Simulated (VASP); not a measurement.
The system is TePb.

```
CELL_PARAMETERS angstrom
0.00000 3.22700 3.22700
3.22700 0.00000 3.22700
3.22700 3.22700 0.00000
ATOMIC_POSITIONS crystal
Te 0.50000 0.50000 0.50000
Pb 0.00000 0.00000 0.00000
```

Base run:

```yaml
Program: VASP 6.6.1
Functional: r2SCAN
Potentials_or_basis: VASP PAW PBE potentials, release 64 (Te, Pb_d)
Cutoff: 520 eV
k_mesh: 10 × 10 × 10
Occupations: fermi-dirac, width 0.03 eV
Spin: no spin polarisation
```

Its results: band gap on the k mesh 1.01 eV; pressure 1.7 GPa.

**Question.** The run is repeated on the same cell with these changes: functional from r2SCAN to PBEsol; further incar settings from ALGO = Normal; EDIFF = 1e-08; NBANDS = 17 to ALGO = Normal; EDIFF = 1e-07; NBANDS = 17. What comes out?

**Answer.** Band gap on the k mesh 0.66 eV; pressure -0.3 GPa.

Caveats: the PAW data sets were made with another functional, which shifts forces and pressure a little; spin-orbit coupling is left out, which moves the levels of the heavy elements.

A k mesh can miss the band edges.
